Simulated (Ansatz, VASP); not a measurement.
## HfN in VASP and in Ansatz

File INCAR:

```
ALGO = Normal
EDIFF = 1E-7
ENCUT = 520
GGA = PE
ISIF = 2
ISMEAR = 0
LASPH = True
LCHARG = True
LELF = True
LREAL = False
LVHAR = True
LWAVE = False
NBANDS = 14
NELM = 60
PREC = Accurate
SIGMA = 0.15
```

File KPOINTS:

```
k-points
0
Gamma
  22 22 22
```

Contents of POSCAR:

```
HfN
1.0
    0.0000000000      2.2170491446      2.2738965586
    2.2170491446      0.0000000000      2.2738965586
    2.2170491446      2.2170491446      0.0000000000
Hf N
1 1
Direct
    0.0000000000      0.0000000000      0.0000000000
    0.5000000000      0.5000000000      0.5000000000
```

Input for Ansatz:

```yaml
crystal:
  lattice:
    - [0.0, 2.2170491446, 2.2738965586]
    - [2.2170491446, 0.0, 2.2738965586]
    - [2.2170491446, 2.2170491446, 0.0]
  atoms:
    - { symbol: Hf, position: [0.0, 0.0, 0.0] }
    - { symbol: "N", position: [0.5, 0.5, 0.5] }
basis:
  ecutwfc: 420
kpoints:
  mp_grid: { grid: [22, 22, 22] }
hamiltonian:
  xc: pbe
scf:
  occupations: { method: gaussian, width: 0.15 }
output:
  forces: true
  stress: true
  eigenvalues: true
```

Change from the starting cell: strain -0.025 along x and y, +0.000 along z, atoms carried along.

Alike in both runs: task single point; functional PBE; k mesh 22 × 22 × 22; occupations gaussian, width 0.15 eV; no spin polarisation.

```csv
,VASP,Ansatz
version,VASP 6.6.1,Ansatz 0.2.0
potentials or method,"VASP PAW PBE potentials, release 64 (Hf_pv, N), cutoff 520 eV","scalar-relativistic, plane waves, PAW"
valence electrons in the cell,15,31
```

```tsv
	VASP	Ansatz	Ansatz less VASP
gap on the k mesh at the Fermi level (eV)	none	none	-
pressure (GPa)	12.8	15.3	+2.46
traceless stress, the component that is largest in VASP (GPa)	-9.48	-9.57	-0.086
```

A gap of «none» marks a metal or a gap that the smearing closes. The functional is the same, so the differences come from potentials, cutoffs and numerics. VASP's potentials hold 15 valence electrons a cell and Ansatz's 31, so a difference there can come from the potentials and not from the codes.

Spin-orbit coupling is off throughout.
